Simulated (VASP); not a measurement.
**Pd: single point with PBEsol**

Crystal: Pd.

```xyz
1
Lattice="0.0000 1.9391 1.9391 1.9391 0.0000 1.9391 1.9391 1.9391 0.0000" Properties=species:S:1:pos:R:3 pbc="T T T"
Pd    0.0000    0.0000    0.0000
```

```
Program                : VASP 6.6.1
Task                   : single point
Functional             : PBEsol
Potentials or basis    : VASP PAW PBE potentials, release 64 (Pd)
Cutoff                 : 520 eV
k mesh                 : 19 × 19 × 19
Occupations            : fermi-dirac, width 0.1 eV
Spin                   : no spin polarisation
Dipole correction      : no
Further INCAR settings : ALGO = Normal; EDIFF = 1e-06; NBANDS = 11
```

| Property | Result |
| --- | --- |
| Pressure | -0.3 GPa |
| Band gap on the k mesh | zero (bands 5 and 6 overlap by 1.60 eV) |

Levels at points of the mesh, in eV from the Fermi level:
```
           k point  band 2  band 3  band 4  band 5  band 6  band 7  band 8  band 9
(0.00, 0.00, 0.00)   -2.94   -2.94   -2.94   -1.28   -1.28   17.10   21.93   21.93
```

It took 50 s on 1 thread of AMD EPYC 7R13, on a shared host, peak memory 0.12 GiB.

Caveat: the PAW data sets were made with another functional, which shifts forces and pressure a little.
